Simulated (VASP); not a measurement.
# C (I4/mmm) in VASP: relaxation of cell and atoms with PBEsol

Aim: the relaxation of cell and atoms of C with PBEsol.

All numbers are computed with VASP 6.6.1; they aren't measurements. Logs are shortened: lines on timing, memory, paths and dates and some standing lists are left out, and cuts for length are marked.

### Step 1. The cell of the first run

The structure is tetragonal, space group I4/mmm (No. 139). Conventional cell: a = 1.616 Å, b = 1.616 Å, c = 6.635 Å, α = 90.00°, β = 90.00°, γ = 90.00°. Within 2.3 Å of C (site symmetry 4/mmm) lie 8 C at 1.62 to 2.29 Å.

### Step 2. Relaxation of cell and atoms, PBEsol

INCAR reads:

```
SYSTEM = C
PREC = Accurate
ENCUT = 600
EDIFF = 1E-6
ISMEAR = 0
SIGMA = 0.1
LREAL = .FALSE.
LASPH = .TRUE.
NELM = 80
ALGO = Normal
ISIF = 3
LWAVE = .FALSE.
LCHARG = .FALSE.
GGA = PS
IBRION = 2
NSW = 100
EDIFFG = -0.01
```

KPOINTS reads:

```
Automatic mesh
0
G
  46 46 46
  0 0 0
```

POSCAR reads:

```
C
1.0
   -0.8081487801      0.8081487801      3.3174827045
    0.8081487801     -0.8081487801      3.3174827045
    0.8081487801      0.8081487801     -3.3174827045
C
1
Direct
    0.0000000000      0.0000000000      0.0000000000
```

Potentials or basis: VASP PAW PBE potentials, release 64 (C).

The run is started by

```bash
$ cat potpaw_PBE.64/C/POTCAR > POTCAR
$ mpirun -np 1 vasp_std > vasp.out
```

OUTCAR:

```text
SYSTEM = C
   PREC = Accurate
   ENCUT = 600
   EDIFF = 1E-6
   ISMEAR = 0
   LREAL = .FALSE.
   LASPH = .TRUE.
   NELM = 80
   ISIF = 3
   GGA = PS
   IBRION = 2
   NSW = 100
   EDIFFG = -0.01

 ion  position               nearest neighbor table
   1  0.000  0.000  0.000-

  LATTYP: Found a body centered tetragonal cell.
 ALAT       =     1.6162975602
 C/A-ratio  =     4.1050395499

  Lattice vectors:

 A1 = (  -0.8081487801,   0.8081487801,   3.3174827045)
 A2 = (   0.8081487801,  -0.8081487801,   3.3174827045)
 A3 = (   0.8081487801,   0.8081487801,  -3.3174827045)

Analysis of symmetry for initial positions (statically):
=====================================================================
 Subroutine PRICEL returns:
 Original cell was already a primitive cell.

 Routine SETGRP: Setting up the symmetry group for a
 body centered tetragonal supercell.

 Subroutine GETGRP returns: Found 16 space group operations
 (whereof 16 operations were pure point group operations)
 out of a pool of 16 trial point group operations.

The static configuration has the point symmetry D_4h.

Analysis of symmetry for dynamics (positions and initial velocities):
=====================================================================
 Subroutine PRICEL returns:
 Original cell was already a primitive cell.

 Routine SETGRP: Setting up the symmetry group for a
 body centered tetragonal supercell.

 Subroutine GETGRP returns: Found 16 space group operations
 (whereof 16 operations were pure point group operations)
 out of a pool of 16 trial point group operations.

The dynamic configuration has the point symmetry D_4h.

 Subroutine INISYM returns: Found 16 space group operations
 (whereof 16 operations are pure point group operations),
 and found     1 'primitive' translations

----------------------------------------------------------------------------------------

                                     Primitive cell

  volume of cell :       8.6667

  direct lattice vectors                    reciprocal lattice vectors
    -0.808148780  0.808148780  3.317482705     0.000000000  0.618697958  0.150716686
     0.808148780 -0.808148780  3.317482705     0.618697958  0.000000000  0.150716686
     0.808148780  0.808148780 -3.317482705     0.618697958  0.618697958  0.000000000

  length of vectors
     3.508831771  3.508831771  3.508831771     0.636790925  0.636790925  0.874971043

  position of ions in fractional coordinates (direct lattice)
     0.000000000  0.000000000  0.000000000

  ion indices of the primitive-cell ions
   primitive index   ion index
                 1           1

----------------------------------------------------------------------------------------

 KPOINTS: Automatic mesh

Automatic generation of k-mesh.
 Grid dimensions read from file:
 generate k-points for:   46   46   46

 Generating k-lattice:

  Cartesian coordinates                     Fractional coordinates (reciprocal lattice)
     0.000000000  0.013449956  0.003276450     0.021739130  0.000000000 -0.000000000
     0.013449956  0.000000000  0.003276450     0.000000000  0.021739130 -0.000000000
     0.013449956  0.013449956  0.000000000     0.000000000  0.000000000  0.021739130

  Length of vectors
     0.013843281  0.013843281  0.019021110

  Shift w.r.t. Gamma in fractional coordinates (k-lattice)
     0.000000000  0.000000000  0.000000000

 Subroutine IBZKPT returns following result:
 ===========================================

 Found   6780 irreducible k-points:

 Following reciprocal coordinates:
            Coordinates               Weight
  0.000000  0.000000  0.000000      1.000000
  0.021739  0.000000  0.000000      8.000000
  0.043478  0.000000  0.000000      8.000000
  0.065217  0.000000  0.000000      8.000000
  0.086957 -0.000000  0.000000      8.000000
  0.108696  0.000000 -0.000000      8.000000
[... 16 lines left out ...]
  0.478261  0.000000  0.000000      8.000000
  0.500000  0.000000 -0.000000      4.000000
 [... further k-points ...]
   k-points           NKPTS =   6780   k-points in BZ     NKDIM =   6780   number of bands    NBANDS=      6
   number of dos      NEDOS =    301   number of ions     NIONS =      1
   total plane-waves  NPLWV =  21952
   dimension x,y,z NGX =    28 NGY =   28 NGZ =   28
   dimension x,y,z NGXF=    56 NGYF=   56 NGZF=   56
   ions per type =               1
   NGX,Y,Z   is equivalent  to a cutoff of  13.27, 13.27, 13.27 a.u.
   NGXF,Y,Z  is equivalent  to a cutoff of  26.53, 26.53, 26.53 a.u.
 SYSTEM =  C
   PREC   = accura    normal or accurate (medium, high low for compatibility)
   ISTART =      0    job   : 0-new  1-cont  2-samecut
   ICHARG =      2    charge: 1-file 2-atom 10-const
   ISPIN  =      1    spin polarized calculation?
   LNONCOLLINEAR =      F non collinear calculations
   LSORBIT =      F    spin-orbit coupling
   LASPH  =      T    aspherical Exc in radial PAW
   ENCUT  =  600.0 eV  44.10 Ry    6.64 a.u.   7.01  7.01  7.01*2*pi/ulx,y,z
   NELM   =     80;   NELMIN=  2; NELMDL= -5     # of ELM steps
   EDIFF  = 0.1E-05   stopping-criterion for ELM
   LREAL  =      F    real-space projection
   EDIFFG = -.1E-01   stopping-criterion for IOM
   NSW    =    100    number of steps for IOM
   IBRION =      2    ionic relax: 0-MD 1-quasi-New 2-CG
   NFREE  =      1    steps in history (QN), initial steepest desc. (CG)
   ISIF   =      3    stress and relaxation
   ISYM   =      2    0-nonsym 1-usesym 2-fastsym
   POTIM  = 0.5000    time-step for ionic-motion
   TEBEG  =    0.0;   TEEND  =   0.0 temperature during run
   PSTRESS=    0.0 pullay stress
   NELECT =       4.0000    total number of electrons
   NUPDOWN=      -1.0000    fix difference up-down
   EMIN   =  10.00;   EMAX   =-10.00  energy-range for DOS
   EFERMI =   0.00;   METHOD = LEGACY
   ISMEAR =     0;   SIGMA  =   0.10  broadening in eV -4-tet -1-fermi 0-gaus
   EFERMI_NEDOS =   21; number of points for ismear=-14 and -15
   IALGO  =     38    algorithm
   IMIX   =      4    mixing-type and parameters
     AMIX     =   0.40;   BMIX     =  1.00
     AMIX_MAG =   1.60;   BMIX_MAG =  1.00
  volume/ion in A,a.u.               =       8.67        58.49
  Fermi-wavevector in a.u.,A,eV,Ry     =   1.265157  2.390800 21.777785  1.600622
  Thomas-Fermi vector in A             =   2.398425
   LORBIT       =      0    0 simple, 1 ext, 2 COOP (PROOUT), +10 PAW based schemes
   GGA     = PS    functional components
   LHFCALC =     F    Hartree Fock is set to
   AEXX    =    0.0000 exact exchange contribution
   IVDW    =     0    specifies the selected vdW correction
   LEPSILON=     F    determine dielectric tensor
   LRPA    =     F    only Hartree local field effects (RPA)
 conjugate gradient relaxation of ions
 non-spin polarized calculation
 Gauss-broadening in eV      SIGMA  =   0.10
  energy-cutoff  :      600.00
  volume of cell :        8.67
 maximum number of plane-waves:       305
   NGX = 13   NGY = 13   NGZ = 13

--------------------------------------- Ionic step        1  -------------------------------------------

 number of electron       4.0000000 magnetization

 Free energy of the ion-electron system (eV)
  ---------------------------------------------------
  ext. energy  EPLUGINS =         0.00000000
  ---------------------------------------------------
  free energy    TOTEN  =        -7.09099272 eV

  energy without entropy =       -7.08945770  energy(sigma->0) =       -7.09022521

------------------------ aborting loop because EDIFF is reached ----------------------------------------

  FORCE on cell =-STRESS in cart. coord.  units (eV):
  Direction    XX          YY          ZZ          XY          YZ          ZX
  --------------------------------------------------------------------------------------
  -------------------------------------------------------------------------------------
  Total        0.0164426      0.0164426     -0.0088008      0.0000000      0.0000000      0.0000000
  in kB        3.0396926      3.0396926     -1.6269696      0.0000000      0.0000000      0.0000000
  external PRESSURE =       1.4841385 kB  Pullay stress =       0.0000000 kB
[... 86 lines left out ...]
  FREE ENERGIE OF THE ION-ELECTRON SYSTEM (eV)
  ---------------------------------------------------
  free  energy   TOTEN  =        -7.0909999993 eV

  energy  without entropy=       -7.0894631180  energy(sigma->0) =       -7.09023156

[... ionic steps 4 to 7 ...]

--------------------------------------- Ionic step        8  -------------------------------------------

 number of electron       4.0000000 magnetization

------------------------ aborting loop because EDIFF is reached ----------------------------------------

  FORCE on cell =-STRESS in cart. coord.  units (eV):
  Direction    XX          YY          ZZ          XY          YZ          ZX
  --------------------------------------------------------------------------------------
  -------------------------------------------------------------------------------------
  Total       -0.0265580     -0.0265580     -0.0063035      0.0000000      0.0000000      0.0000000
  in kB       -4.9366482     -4.9366482     -1.1716995      0.0000000      0.0000000      0.0000000
  external PRESSURE =      -3.6816653 kB  Pullay stress =       0.0000000 kB
[... 55 lines left out ...]
  energy  without entropy=       -7.0895463021  energy(sigma->0) =       -7.09030528

--------------------------------------- Ionic step       10  -------------------------------------------

 number of electron       4.0000000 magnetization

 Free energy of the ion-electron system (eV)
  ---------------------------------------------------
  ext. energy  EPLUGINS =         0.00000000
  ---------------------------------------------------
  free energy    TOTEN  =        -7.09107939 eV

  energy without entropy =       -7.08956967  energy(sigma->0) =       -7.09032453

 E-fermi :   4.7338     XC(G=0): -11.0183

 val. band max:        4.7326913109   @ k =   0.3043   0.2391   0.0000
 cond. band min:       4.7346386790   @ k =  -0.0870   0.2826   0.0870
 fundamental gap:      0.0019473681
 Fermi energy:         4.7337537747

 k-point     1 :       0.0000    0.0000    0.0000
  band No.  band energies     occupation
      1     -14.7589      2.00000
      2      -1.1396      2.00000
      3       9.2220      0.00000
      4      20.6642      0.00000
      5      20.6642      0.00000
      6      34.8849      0.00000

 k-point     2 :       0.0217    0.0000    0.0000
  band No.  band energies     occupation
      1     -14.7379      2.00000
      2      -1.1196      2.00000
      3       9.2520      0.00000
      4      20.5147      0.00000
      5      20.6796      0.00000
      6      34.8629      0.00000
[... 190 lines left out ...]
 k-point    24 :       0.5000    0.0000   -0.0000
  band No.  band energies     occupation
      1      -5.5967      2.00000
      2      -1.6954      2.00000
      3       6.5485      0.00000
      4      17.1479      0.00000
      5      24.4799      0.00000
      6      24.7650      0.00000

 [... further k-points ...]
[... 5 lines left out ...]
  --------------------------------------------------------------------------------------
  -------------------------------------------------------------------------------------
  Total       -0.0057892     -0.0057892     -0.0033289      0.0000000      0.0000000      0.0000000
  in kB       -1.0801544     -1.0801544     -0.6211127      0.0000000      0.0000000      0.0000000
  external PRESSURE =      -0.9271405 kB  Pullay stress =       0.0000000 kB
[... 16 lines left out ...]
  FREE ENERGIE OF THE ION-ELECTRON SYSTEM (eV)
  ---------------------------------------------------
  free  energy   TOTEN  =        -7.0910793920 eV

  energy  without entropy=       -7.0895696710  energy(sigma->0) =       -7.09032453

 reached required accuracy - stopping structural energy minimisation
```

It took 76 min on 1 thread of Intel Xeon 8259CL, shared host; peak memory 0.56 GiB.

Results:

```yaml
Free_energy: -7.0911 eV
Relaxed_volume: 8.59 Å³/atom
Relaxed_cell: a = 3.478 Å, b = 3.478 Å, c = 3.478 Å, α = 153.12°, β = 153.12°, γ = 38.39°
Space_group_after_relaxing_to_0.1_Å: I4/mmm (No. 139)
Energy_gained_by_relaxing: 0.1 meV/atom
Ionic_steps: 10
Pressure_after_relaxing: -0.1 GPa
Band_gap_on_the_k_mesh: zero (bands 2 and 3 overlap by 3.14 eV)
```

Final structure:
```
C
1.0
    -0.80846    0.80846    3.28444
     0.80846   -0.80846    3.28444
     0.80846    0.80846   -3.28444
C
1
Direct
  0.00000 0.00000 0.00000
```

Caveat: the PAW data sets were made with another functional, which shifts forces and pressure a little.
